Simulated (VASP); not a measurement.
The system is TiO2.

```
Ti O
1.0
     4.64328    0.00000    0.00000
     0.00000    4.64328    0.00000
     0.00000    0.00000    2.96388
Ti O
2 4
Direct
  0.00000 0.00000 0.00000
  0.50000 0.50000 0.50000
  0.30513 0.30513 0.00000
  0.19487 0.80513 0.50000
  0.69487 0.69487 0.00000
  0.80513 0.19487 0.50000
```

* Program: VASP 6.6.1
* Task: relaxation of cell and atoms
* Functional: PBE
* Dispersion: D3(BJ)
* Potentials or basis: VASP PAW PBE potentials, release 64 (Ti_sv, O)
* Cutoff: 600 eV
* k mesh: 6 × 6 × 10
* Occupations: gaussian, width 0.02 eV
* Spin: no spin polarisation

At the start: pressure -3.3 GPa; volume 10.65 Å³/atom.

Problem. How do energy, volume and symmetry change on relaxing?

Solution. Over 7 steps the energy falls by 2.0 meV/atom and the volume is 10.47 Å³/atom (-1.7 %); space group P4_2/mnm (No. 136, to 0.1 Å) before and after.

Step by step:
```
step  energy change (eV)  largest force (eV/Å)  pressure (GPa)  volume (Å³)
   1              0.0000                0.0308           -3.35        63.90
   2              0.0027                0.1727            4.16        61.87
   3             -0.0104                0.0974            0.11        62.93
   4             -0.0120                0.0144            0.01        62.84
   5             -0.0120                0.0054            0.02        62.82
   6             -0.0120                0.0077            0.02        62.82
   7             -0.0120                0.0038           -0.02        62.83
```

Final structure:
```xyz
6
Lattice="4.6092 0.0000 0.0000 0.0000 4.6092 0.0000 0.0000 0.0000 2.9573" Properties=species:S:1:pos:R:3 pbc="T T T"
Ti    0.0000    0.0000    0.0000
Ti    2.3046    2.3046    1.4787
O     1.4022    1.4022    0.0000
O     0.9024    3.7068    1.4787
O     3.2070    3.2070    0.0000
O     3.7068    0.9024    1.4787
```
